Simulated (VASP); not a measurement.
Write the native input for VASP 6.6.1 that does the following.

- Task: electric field gradients
- Functional: PBE
- Potentials or basis: VASP PAW PBE potentials, release 64 (Te)
- Cutoff: 520 eV
- k mesh: 9 × 9 × 6
- Occupations: fermi-dirac, width 0.08 eV
- Spin: no spin polarisation
- Dipole correction: no
- Further INCAR settings: ALGO = Normal; EDIFF = 1e-08; NBANDS = 16

The structure of Te lies in POSCAR:

```
Te
1.0
    4.4579994587      0.0000000000      0.0000000000
   -2.2289997294      3.8607407813      0.0000000000
    0.0000000000      0.0000000000      5.9250000000
Te
3
Direct
    0.7450000000      0.0000000000      0.3333333333
    0.0000000000      0.7450000000      0.6666666667
    0.2550000000      0.2550000000      0.0000000000
```

These files were run (other wordings do the same):

INCAR

```
  PREC = Accurate
  ENCUT = 520
  EDIFF = 1E-8
  ISMEAR = -1
  SIGMA = 0.08
  LREAL = F
  LASPH = T
  NELM = 80
  ALGO = Normal
  ISIF = 2
  LWAVE = F
  LCHARG = F
  GGA = PE
  LEFG = T
  NBANDS = 16
```

KPOINTS

```
regular mesh
0
Gamma
  9 9 6
```

Potentials or basis: VASP PAW PBE potentials, release 64 (Te).

The run is started by

```sh
$ cat potpaw_PBE.64/Te/POTCAR > POTCAR
$ mpirun -np 1 vasp_std > vasp.out
```

Results of the run:

The pressure is 3.2 GPa and the largest force is 0.636 eV/Å. The band gap on the k mesh is 0.14 eV. The largest electric field gradient by atom is Te -563.2 V/Å².

Caveat: the cell stands under pressure; semilocal functionals underestimate gaps, and a narrow one can read as zero; without QUAD_EFG the Cq values of the log hold for a quadrupole moment of 1 mb, not for the nuclei; spin-orbit coupling is left out, which moves the levels of the heavy elements.

Wall time 93 s on 1 thread of Intel(R) Xeon(R) Platinum 8259CL CPU @ 2.50GHz (Skylake/Cascade Lake), on a shared host, peak memory 0.28 GiB.
